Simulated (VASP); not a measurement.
# H23C2NO10 in VASP: notebook

Runs on H23C2NO10. Level: PBE+D3(BJ). Tasks: single point.

Everything below comes from runs of VASP 6.6.1. Logs are shortened: lines on timing, memory, paths and dates and some standing lists are left out, and cuts for length are marked.

**1. The cell of the first run**

The cell holds a disordered packing, 36 atoms: a = 7.287 Å, b = 7.287 Å, c = 7.287 Å, α = 90.00°, β = 90.00°, γ = 90.00°.

**2. Single point, PBE+D3(BJ)**

Input file INCAR:

```
PREC = Accurate
ENCUT = 520
EDIFF = 1E-6
ISMEAR = -1
SIGMA = 0.05
LREAL = Auto
LASPH = True
NELM = 100
ALGO = Normal
ISIF = 2
LWAVE = False
LCHARG = False
GGA = PE
IVDW = 12
NBANDS = 72
```

Input file KPOINTS:

```
Automatic mesh
0
Gamma
  1 1 1
```

Input file POSCAR:

```
H23C2NO10
1.0
    7.2873620000      0.0000000000      0.0000000000
    0.0000000000      7.2873620000      0.0000000000
    0.0000000000      0.0000000000      7.2873620000
O H C N
10 23 2 1
Direct
    0.0434313542      0.0761043571      0.7222092164
    0.7830405571      0.1324484772      0.0306146449
    0.5800590118      0.0630543673      0.5715922991
    0.5605183330      0.4236924143      0.9065557605
    0.5628648611      0.8689289759      0.8867543564
    0.3204040090      0.3540787462      0.6480671607
    0.1457591924      0.3947519006      0.1336423249
    0.2736518372      0.7039721644      0.4470479167
    0.2300283697     -0.0053105637      0.2208069257
    0.1555981437      0.7344770302      0.9710098112
    0.1374845932      0.1454298551      0.6499471276
   -0.0593356005      0.0183879983      0.6580707806
    0.9010942506      0.1396252855     -0.0354860922
    0.7038623853      0.0293933525     -0.0061750741
    0.4942254824      0.1648470324      0.5386860156
    0.5881277752      0.0073689217      0.4501354537
    0.6669217201      0.3804806184      0.9930479644
    0.4906713842      0.5215467545      0.9592908929
    0.5446415315      0.9292388659      0.7734897759
    0.6709561018      0.7927834517      0.8686819730
    0.4215379996      0.3771460784      0.7369058927
    0.2769177653      0.4712679293      0.5906526943
    0.2202305855      0.3274984830      0.2094036223
    0.2443408191      0.4876936263      0.0874939381
    0.2620289756      0.8137238139      0.3605831575
    0.1899315555      0.7294958038      0.5626315805
    0.3192513285      0.0062848531      0.1334913786
    0.1359751306     -0.0964272119      0.1675915098
    0.1081186855      0.8204615058      0.8826788075
    0.0608999525      0.6281422550      0.9945437046
    0.7852773061      0.3736057026      0.5509538294
    0.6048965318      0.4558302442      0.3943813962
    0.8347053433      0.4271367334      0.3162461258
    0.7480073036      0.4770450542      0.4404200038
    0.8229727026      0.6572611598      0.4919475662
    0.8847646103      0.7953907052      0.5303976940
```

Potentials or basis: VASP PAW PBE potentials, release 64 (O, H, C, N).

The run is started by

```bash
> cat potpaw_PBE.64/O/POTCAR potpaw_PBE.64/H/POTCAR potpaw_PBE.64/C/POTCAR potpaw_PBE.64/N/POTCAR > POTCAR
> mpirun -np 1 vasp_gam > vasp.out
```

OUTCAR:

```text
PREC = Accurate
   ENCUT = 520
   EDIFF = 1E-6
   ISMEAR = -1
   LREAL = Auto
   LASPH = True
   NELM = 100
   ISIF = 2
   GGA = PE
   IVDW = 12
 IVDW          = 12

 ion  position               nearest neighbor table
   1  0.043  0.076  0.722-  12 0.98  11 1.00
   2  0.783  0.132  0.031-  14 0.98  13 0.99
   3  0.580  0.063  0.572-  16 0.98  15 1.00
   4  0.561  0.424  0.907-  18 0.96  17 1.05
   5  0.563  0.869  0.887-  19 0.94  20 0.97
   6  0.320  0.354  0.648-  21 1.00  22 1.00
   7  0.146  0.395  0.134-  23 0.92  24 1.04
   8  0.274  0.704  0.447-  25 1.02  26 1.06
   9  0.230  0.995  0.221-  27 0.91  28 1.03
  10  0.156  0.734  0.971-  29 0.96  30 1.05
  11  0.137  0.145  0.650-   1 1.00
  12  0.941  0.018  0.658-   1 0.98
  13  0.901  0.140  0.965-   2 0.99
  14  0.704  0.029  0.994-   2 0.98
  15  0.494  0.165  0.539-   3 1.00
  16  0.588  0.007  0.450-   3 0.98
[... 15 lines left out ...]
  32  0.605  0.456  0.394-  34 1.11
  33  0.835  0.427  0.316-  34 1.16
  34  0.748  0.477  0.440-  32 1.11  31 1.14  33 1.16  35 1.47
  35  0.823  0.657  0.492-  36 1.14  34 1.47
  36  0.885  0.795  0.530-  35 1.14

  LATTYP: Found a simple cubic cell.
 ALAT       =     7.2873620000

  Lattice vectors:

 A1 = (   7.2873620000,   0.0000000000,   0.0000000000)
 A2 = (   0.0000000000,   7.2873620000,   0.0000000000)
 A3 = (   0.0000000000,   0.0000000000,   7.2873620000)

Analysis of symmetry for initial positions (statically):
=====================================================================
 Subroutine PRICEL returns:
 Original cell was already a primitive cell.

 Routine SETGRP: Setting up the symmetry group for a
 simple cubic supercell.

 Subroutine GETGRP returns: Found  1 space group operations
 (whereof  1 operations were pure point group operations)
 out of a pool of 48 trial point group operations.

The static configuration has the point symmetry C_1 .

Analysis of symmetry for dynamics (positions and initial velocities):
=====================================================================
 Subroutine PRICEL returns:
 Original cell was already a primitive cell.

 Routine SETGRP: Setting up the symmetry group for a
 simple cubic supercell.

 Subroutine GETGRP returns: Found  1 space group operations
 (whereof  1 operations were pure point group operations)
 out of a pool of 48 trial point group operations.

The dynamic configuration has the point symmetry C_1 .

 Subroutine INISYM returns: Found  1 space group operations
 (whereof  1 operations are pure point group operations),
 and found     1 'primitive' translations

----------------------------------------------------------------------------------------

                                     Primitive cell

  volume of cell :     387.0001

  direct lattice vectors                    reciprocal lattice vectors
     7.287362000  0.000000000  0.000000000     0.137223868  0.000000000  0.000000000
     0.000000000  7.287362000  0.000000000     0.000000000  0.137223868  0.000000000
     0.000000000  0.000000000  7.287362000     0.000000000  0.000000000  0.137223868

  length of vectors
     7.287362000  7.287362000  7.287362000     0.137223868  0.137223868  0.137223868

  position of ions in fractional coordinates (direct lattice)
     0.043431354  0.076104357  0.722209216
     0.783040557  0.132448477  0.030614645
     0.580059012  0.063054367  0.571592299
     0.560518333  0.423692414  0.906555760
     0.562864861  0.868928976  0.886754356
     0.320404009  0.354078746  0.648067161
[... 28 lines left out ...]
     0.822972703  0.657261160  0.491947566
     0.884764610  0.795390705  0.530397694

  ion indices of the primitive-cell ions
   primitive index   ion index
                 1           1
                 2           2
                 3           3
                 4           4
                 5           5
                 6           6
[... 28 lines left out ...]
                35          35
                36          36

----------------------------------------------------------------------------------------

 KPOINTS: Automatic mesh

Automatic generation of k-mesh.
 Grid dimensions read from file:
 generate k-points for:    1    1    1

 Generating k-lattice:

  Cartesian coordinates                     Fractional coordinates (reciprocal lattice)
     0.137223868  0.000000000  0.000000000     1.000000000  0.000000000  0.000000000
     0.000000000  0.137223868  0.000000000     0.000000000  1.000000000  0.000000000
     0.000000000  0.000000000  0.137223868     0.000000000  0.000000000  1.000000000

  Length of vectors
     0.137223868  0.137223868  0.137223868

  Shift w.r.t. Gamma in fractional coordinates (k-lattice)
     0.000000000  0.000000000  0.000000000

 Subroutine IBZKPT returns following result:
 ===========================================

 Found      1 irreducible k-points:

 Following reciprocal coordinates:
            Coordinates               Weight
  0.000000  0.000000  0.000000      1.000000
   k-points           NKPTS =      1   k-points in BZ     NKDIM =      1   number of bands    NBANDS=     72
   number of dos      NEDOS =    301   number of ions     NIONS =     36
   total plane-waves  NPLWV = 157464
   dimension x,y,z NGX =    54 NGY =   54 NGZ =   54
   dimension x,y,z NGXF=   108 NGYF=  108 NGZF=  108
   ions per type =              10  23   2   1
   NGX,Y,Z   is equivalent  to a cutoff of  12.32, 12.32, 12.32 a.u.
   NGXF,Y,Z  is equivalent  to a cutoff of  24.64, 24.64, 24.64 a.u.
 SYSTEM =  unknown system
   PREC   = accura    normal or accurate (medium, high low for compatibility)
   ISTART =      0    job   : 0-new  1-cont  2-samecut
   ICHARG =      2    charge: 1-file 2-atom 10-const
   ISPIN  =      1    spin polarized calculation?
   LNONCOLLINEAR =      F non collinear calculations
   LSORBIT =      F    spin-orbit coupling
   LASPH  =      T    aspherical Exc in radial PAW
   ENCUT  =  520.0 eV  38.22 Ry    6.18 a.u.  13.55 13.55 13.55*2*pi/ulx,y,z
   NELM   =    100;   NELMIN=  2; NELMDL= -5     # of ELM steps
   EDIFF  = 0.1E-05   stopping-criterion for ELM
   LREAL  =      T    real-space projection
   EDIFFG = 0.1E-04   stopping-criterion for IOM
   NSW    =      0    number of steps for IOM
   IBRION =     -1    ionic relax: 0-MD 1-quasi-New 2-CG
   NFREE  =      0    steps in history (QN), initial steepest desc. (CG)
   ISIF   =      2    stress and relaxation
   ISYM   =      2    0-nonsym 1-usesym 2-fastsym
   POTIM  = 0.5000    time-step for ionic-motion
   TEBEG  =    0.0;   TEEND  =   0.0 temperature during run
   PSTRESS=    0.0 pullay stress
   NELECT =      96.0000    total number of electrons
   NUPDOWN=      -1.0000    fix difference up-down
   EMIN   =  10.00;   EMAX   =-10.00  energy-range for DOS
   EFERMI =   0.00;   METHOD = LEGACY
   ISMEAR =    -1;   SIGMA  =   0.05  broadening in eV -4-tet -1-fermi 0-gaus
   EFERMI_NEDOS =   21; number of points for ismear=-14 and -15
   IALGO  =     38    algorithm
   IMIX   =      4    mixing-type and parameters
     AMIX     =   0.40;   BMIX     =  1.00
     AMIX_MAG =   1.60;   BMIX_MAG =  1.00
  volume/ion in A,a.u.               =      10.75        72.54
  Fermi-wavevector in a.u.,A,eV,Ry     =   1.028636  1.943839 14.396206  1.058091
  Thomas-Fermi vector in A             =   2.162642
   LORBIT       =      0    0 simple, 1 ext, 2 COOP (PROOUT), +10 PAW based schemes
   GGA     = PE    functional components
   LHFCALC =     F    Hartree Fock is set to
   AEXX    =    0.0000 exact exchange contribution
   IVDW    =    12    specifies the selected vdW correction
   LEPSILON=     F    determine dielectric tensor
   LRPA    =     F    only Hartree local field effects (RPA)
 non-spin polarized calculation
  energy-cutoff  :      520.00
  volume of cell :      387.00
 maximum number of plane-waves:      5198
 NGX is ok and might be reduce to    54
   NGX = 27   NGY = 27   NGZ = 27

 number of electron      96.0000005 magnetization

 Free energy of the ion-electron system (eV)
  ---------------------------------------------------
  ext. energy  EPLUGINS =         0.00000000
  ---------------------------------------------------
  free energy    TOTEN  =      -180.43879662 eV

  energy without entropy =     -180.43879662  energy(sigma->0) =     -180.43879662

 E-fermi :  -1.9983     XC(G=0):  -6.7421

 val. band max:       -3.2699659392   @ k =   0.0000   0.0000   0.0000
 cond. band min:       0.7600397313   @ k =   0.0000   0.0000   0.0000
 fundamental gap:      4.0300056705
 Fermi energy:        -1.9982678804

 k-point     1 :       0.0000    0.0000    0.0000
  band No.  band energies     occupation
      1     -22.6337      2.00000
      2     -22.5617      2.00000
      3     -22.3056      2.00000
      4     -22.2245      2.00000
      5     -22.1165      2.00000
      6     -22.0445      2.00000
[... 52 lines left out ...]
     59       5.1736      0.00000
     60       5.3830      0.00000
 [bands above 60 left out]

------------------------ aborting loop because EDIFF is reached ----------------------------------------

 Edisp (eV)   -1.26046

 E8    (eV) :    -0.2646

  FORCE on cell =-STRESS in cart. coord.  units (eV):
  Direction    XX          YY          ZZ          XY          YZ          ZX
  --------------------------------------------------------------------------------------
  -------------------------------------------------------------------------------------
  Total      -5.67951    -1.99819    -0.55673    -2.94870     1.95372     2.20957
  in kB     -23.51314    -8.27250    -2.30485   -12.20759     8.08840     9.14759
  external pressure =      -11.36 kB  Pullay stress =        0.00 kB

 VOLUME and BASIS-vectors are now :
 -----------------------------------------------------------------------------
  energy-cutoff  :      520.00
  volume of cell :      387.00
      direct lattice vectors                 reciprocal lattice vectors
     7.287362000  0.000000000  0.000000000     0.137223868  0.000000000  0.000000000
     0.000000000  7.287362000  0.000000000     0.000000000  0.137223868  0.000000000
     0.000000000  0.000000000  7.287362000     0.000000000  0.000000000  0.137223868

 POSITION                                       TOTAL-FORCE (eV/Angst)
 -----------------------------------------------------------------------------------
      0.31650      0.55460      5.26300         0.683066      0.344395      1.020637
      5.70630      0.96520      0.22310         0.505631      1.031875      0.851225
      4.22710      0.45950      4.16540        -0.724710      0.872673     -1.115154
      4.08470      3.08760      6.60640         2.096153     -0.893388      0.976142
      4.10180      6.33220      6.46210         0.409854     -1.226495      2.324037
      2.33490      2.58030      4.72270        -0.524690      0.278225     -0.886864
[... 28 lines left out ...]
      5.99730      4.78970      3.58500        -2.494109     -3.877070     -1.220729
      6.44760      5.79630      3.86520         1.051073      2.727757      0.874898
 -----------------------------------------------------------------------------------
    total drift:                                0.009509      0.006716     -0.007904

  FREE ENERGIE OF THE ION-ELECTRON SYSTEM (eV)
  ---------------------------------------------------
  free  energy   TOTEN  =      -181.6992549471 eV

  energy  without entropy=     -181.6992549470  energy(sigma->0) =     -181.69925495
```

Run time: 32 s. Hardware: 1 thread of Intel Xeon 6975P-C (Granite Rapids), shared host; peak memory 0.36 GiB.

What came out:

```
Free energy                : -181.6993 eV
Pressure                   : -1.1 GPa
Largest force              : 4.769 eV/Å
Band gap on the k mesh     : 4.03 eV
Dispersion energy per atom : -0.035 eV
```

Forces in eV/Å, atoms in the order of the input:
```
O    0.683  0.344  1.021
O    0.506  1.032  0.851
O   -0.725  0.873 -1.115
O    2.096 -0.893  0.976
O    0.410 -1.226  2.324
O   -0.525  0.278 -0.887
O    0.272  3.713 -2.944
O   -1.319  0.487  2.029
O   -3.669 -1.177  2.500
O   -1.599 -2.701  1.164
H   -1.041 -0.461  0.307
H    0.660  0.250 -0.838
H   -0.563 -0.448 -0.152
H    0.191  0.067 -0.574
H    0.127 -0.232  0.960
H    0.366 -0.523  0.227
H   -1.897  0.090 -1.436
H   -0.032  0.839  0.535
H   -0.256  1.074 -2.136
H   -0.180 -0.133 -0.207
H   -0.294  0.141 -0.131
H    0.857 -0.875  0.363
H    1.487 -2.419  2.350
H   -1.989 -1.472  0.691
H    0.019 -0.567  1.067
H    1.662  0.081 -2.747
H    2.477  0.072 -2.754
H    1.436  1.312  0.127
H   -0.454  0.560 -0.794
H    1.602  2.265 -0.724
H   -0.501  0.748 -0.623
H    0.134  0.876  0.610
H   -0.632  0.515  1.146
C    2.135 -1.340 -0.839
C   -2.494 -3.877 -1.221
N    1.051  2.728  0.875
```

Stress tensor (GPa, compression positive):
```
-2.35 -1.22  0.91
-1.22 -0.83  0.81
 0.91  0.81 -0.23
```

Caveat: the k points lie up to 0.86 Å⁻¹ apart.

**3. Single point, PBE+D3(BJ)**

Input file INCAR:

```
SYSTEM = H23C2NO10
  ALGO = Normal
  EDIFF = 1E-6
  ENCUT = 520
  GGA = PE
  ISIF = 2
  ISMEAR = -1
  IVDW = 12
  LASPH = .True.
  LCHARG = .False.
  LREAL = Auto
  LWAVE = .False.
  NBANDS = 72
  NELM = 60
  PREC = Accurate
  SIGMA = 0.05
```

Input file KPOINTS:

```
k-points
0
Gamma
  1 1 1
  0 0 0
```

Input file POSCAR:

```
H23C2NO10
1.0
    7.2873620000      0.0000000000      0.0000000000
    0.0000000000      7.2873620000      0.0000000000
    0.0000000000      0.0000000000      7.2873620000
O H C N
10 23 2 1
Direct
    0.0532428607      0.0813325865      0.7176671064
    0.7358767137      0.1325445339      0.0391362471
    0.5668169085      0.0782450494      0.5598184912
    0.5592833182      0.4147042510      0.8673371791
    0.5514615577      0.8772447423      0.8698758206
    0.2998753184      0.3676913539      0.5944400731
    0.1588915166      0.4120421080      0.1220743528
    0.2234279016      0.6953956727      0.4559949128
    0.2579397044     -0.0440351392      0.2146181293
    0.1865421259      0.7782651665      0.9379937486
    0.0752261244      0.2067963688      0.6889598733
    0.0064906889      0.0289130690      0.5972257176
    0.8578275650      0.1537593439     -0.0248375201
    0.7152382440      0.0056124562      0.0128441540
    0.4529210982      0.1668230561      0.5534101366
    0.5629334730      0.0083294888      0.4516311938
    0.6253017210      0.3000537094      0.9158595387
    0.5060816246      0.4693879623      0.9877922903
    0.5763128002      0.9545292247      0.7546901060
    0.5925738285      0.7478426350      0.8533540669
    0.3854206776      0.3937227216      0.6895362135
    0.2721012075      0.4747808603      0.5204077964
    0.1350282860      0.3033470823      0.0474931807
    0.1496975174      0.3728509713      0.2486633709
    0.2194895766      0.8140394288      0.3989783957
    0.2472911322      0.6885344793      0.5898019064
    0.3903195697     -0.0128853212      0.1827684696
    0.2213695436     -0.0955078120      0.0778471002
    0.1477352161      0.8096619874      0.8144099333
    0.1561058721      0.6380360959      0.9770202166
    0.7978881796      0.4019561537      0.5750777853
    0.6026048932      0.4703622518      0.4284266378
    0.8416900382      0.4338744253      0.3614339455
    0.7433279697      0.4791994689      0.4588217245
    0.8047082058      0.6715187197      0.4779232869
    0.8597349768      0.8139570945      0.5167439191
```

Potentials or basis: VASP PAW PBE potentials, release 64 (O, H, C, N).

The run is started by

```bash
> cat potpaw_PBE.64/O/POTCAR potpaw_PBE.64/H/POTCAR potpaw_PBE.64/C/POTCAR potpaw_PBE.64/N/POTCAR > POTCAR
> mpirun -np 1 vasp_gam > vasp.out
```

Wall time 29 s (1 thread of Intel Xeon 6975P-C (Granite Rapids), shared host); peak memory 0.35 GiB.

It converged, with:

| Quantity | Value |
| --- | --- |
| Free energy | -181.6984 eV |
| Pressure | -0.6 GPa |
| Largest force | 3.750 eV/Å |
| Band gap on the k mesh | 3.97 eV |
| Dispersion energy per atom | -0.035 eV |

Forces in eV/Å, atoms in the order of the input:
```
O   -0.872 -1.358 -0.864
O    2.282  2.122 -0.267
O   -1.845  2.648  1.439
O   -0.522  0.476  2.434
O    0.729 -0.519 -0.330
O   -1.338 -1.540 -0.942
O   -0.089  0.207 -0.740
O    0.362 -2.725  1.764
O    1.547  0.774 -1.943
O   -0.829 -3.626  0.477
H    0.794  1.182 -0.327
H    0.048  0.166  1.424
H   -1.295 -0.358  0.705
H   -0.866 -1.412 -0.654
H    1.670 -1.377  0.010
H    0.013 -1.024 -1.444
H   -0.544  0.575 -0.192
H    0.749 -1.015 -2.113
H   -0.227 -1.057  0.548
H   -0.285  1.166 -0.343
H    1.274  0.664  1.453
H    0.265  0.469 -0.438
H    0.201 -0.054  0.328
H    0.060 -0.096  0.092
H    0.336  1.479 -0.660
H   -0.185  1.239 -1.048
H   -1.602 -0.324  0.610
H    0.150  0.102  1.973
H   -0.320  0.102  0.068
H    0.516  3.071 -0.772
H   -0.834  0.039  0.665
H   -1.267 -0.519 -0.365
H    0.024 -0.887 -1.836
C    2.578  1.799  0.729
C   -1.193 -2.153  0.582
N    0.513  1.766 -0.023
```

Stress tensor (GPa, compression positive):
```
-0.75  1.31  0.73
 1.31  0.12  1.64
 0.73  1.64 -1.13
```

Levels at points of the mesh, in eV from the valence-band top:
```tsv
k point	band 44	band 45	band 46	band 47	band 48	band 49	band 50	band 51	band 52	band 53
(0.00, 0.00, 0.00)	-0.80	-0.59	-0.57	-0.10	0.00	3.97	5.75	6.11	6.34	6.67
```

Caveat: the k points lie up to 0.86 Å⁻¹ apart.

(Part 1 of 4 ends here.)
